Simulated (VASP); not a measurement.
Crystal: BaO.

```
Ba O
1.0
     3.88909    0.00000    0.00000
     1.94454    3.36805    0.00000
     1.94454    1.12268    3.17543
Ba O
1 1
Direct
  0.00000 0.00000 0.00000
  0.50000 0.50000 0.50000
```

- Program: VASP 6.6.1
- Task: relaxation of cell and atoms
- Functional: r2SCAN
- Dispersion: D4
- Potentials or basis: VASP PAW PBE potentials, release 64 (Ba_sv, O)
- Cutoff: 660 eV
- k mesh: 8 × 8 × 8
- Occupations: gaussian, width 0.01 eV
- Spin: no spin polarisation

At the start: pressure 3.1 GPa; volume 20.80 Å³/atom.

Task: How do energy, volume and symmetry change on relaxing?

Result: Over 3 steps the energy falls by 7.4 meV/atom and the volume is 21.58 Å³/atom (+3.8 %); space group Fm-3m (No. 225, to 0.05 Å).

The path:
```csv
step,energy change (eV),largest force (eV/Å),pressure (GPa),volume (Å³)
1,0.0000,0.0000,3.11,41.59
2,-0.0104,0.0000,-1.50,44.07
3,-0.0148,0.0000,0.00,43.17
```

Final structure:
```
Ba O
1.0
     3.93760    0.00000    0.00000
     1.96880    3.41006    0.00000
     1.96880    1.13669    3.21504
Ba O
1 1
Direct
  0.00000 0.00000 0.00000
  0.50000 0.50000 0.50000
```

Caveat: the PAW data sets were made with another functional, which shifts forces and pressure a little.
